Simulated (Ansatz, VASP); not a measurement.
WS2 in VASP and in Ansatz

```
W S
1.0
     3.15407    0.00000    0.00000
    -1.57703    2.73150    0.00000
     0.00000    0.00000   12.14275
W S
2 4
Direct
  0.33333 0.66667 0.74993
  0.66667 0.33333 0.25007
  0.33333 0.66667 0.12038
  0.66667 0.33333 0.62024
  0.33333 0.66667 0.37976
  0.66667 0.33333 0.87962
```

Alike in both runs: functional PBE; dispersion D3(BJ); k mesh 12 × 12 × 4; occupations gaussian, width 0.02 eV; no spin polarisation.

Ansatz relaxed the structure, and its values are those at the end. VASP's run is a single point on that final structure, the one shown.

|  | VASP | Ansatz |
| --- | --- | --- |
| version | VASP 6.6.1 | Ansatz 0.2.0 |
| potentials or method | VASP PAW PBE potentials, release 64 (W_sv, S), cutoff 500 eV | scalar-relativistic, plane waves, PAW |
| valence electrons in the cell | 52 | 52 |

Ansatz gave:

```
gap on the k mesh at the Fermi level (eV) : 0.89
least direct gap on the mesh (eV)         : 1.83
pressure (GPa)                            : 0.0
```

Estimate VASP's values.

gap on the k mesh at the Fermi level (eV): 0.91; least direct gap on the mesh (eV): 1.83; pressure (GPa): -0.1.

Spin-orbit coupling is off throughout.
